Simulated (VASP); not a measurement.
Runs of VASP 6.6.1 on MnI2. The structure is trigonal, space group P-3m1 (No. 164). Conventional cell: a = 4.160 Å, b = 4.160 Å, c = 6.820 Å, α = 90.00°, β = 90.00°, γ = 120.00°. Mn (site symmetry -3m) has 6 I at 2.95 Å within 3.9 Å. Within 3.9 Å of I (site symmetry 3m) lie 3 Mn at 2.95 Å. 

| spin | fixed moment (μB) | gap on the mesh (eV) | pressure (GPa) | moment (μB) | largest force (eV/Å) |
| --- | --- | --- | --- | --- | --- |
| collinear | 7.5 | - | -5.4 | 7.50 | 0.78 |
| collinear, ferromagnetic start | - | (a) | -2.7 | 10.00 | 0.45 |
| collinear, ferromagnetic start | 11.0 | - | -1.8 | 11.00 | 0.13 |
| collinear, ferrimagnetic start | - | 2.37 | -2.7 | 0.00 | 0.45 |
| collinear, ferromagnetic start | 5.0 | - | -7.3 | 5.00 | 1.17 |
| off | - | none | (b) | - | 1.59 |

Alike in all rows: task single point; level LDA+U; potentials or basis VASP PAW LDA potentials, release 64 (Mn_pv, I); Mn d U = 4.0 eV; cell as given; k mesh 5 × 5 × 2; cutoff (eV) 520; smearing gaussian 0.05 eV.

Task: Fill in the values left out.

Result: (a) 2.28; (b) -8.5.

Caveats: spin-orbit coupling is left out, which moves the levels of the heavy elements; the cell stands under tension (at least some runs); the total moment is fixed, so each spin has its own Fermi level and the state may be an excited one (at least some runs); forces of over 1 eV/Å act on the atoms, so gaps and moduli don't describe the material at rest (at least some runs); U without spin polarisation on a metal has little footing (at least some runs).

A k mesh can miss the band edges, and the runs leave out spin-orbit coupling on I.

A gap of «none» marks levels without a gap at the run's occupations.
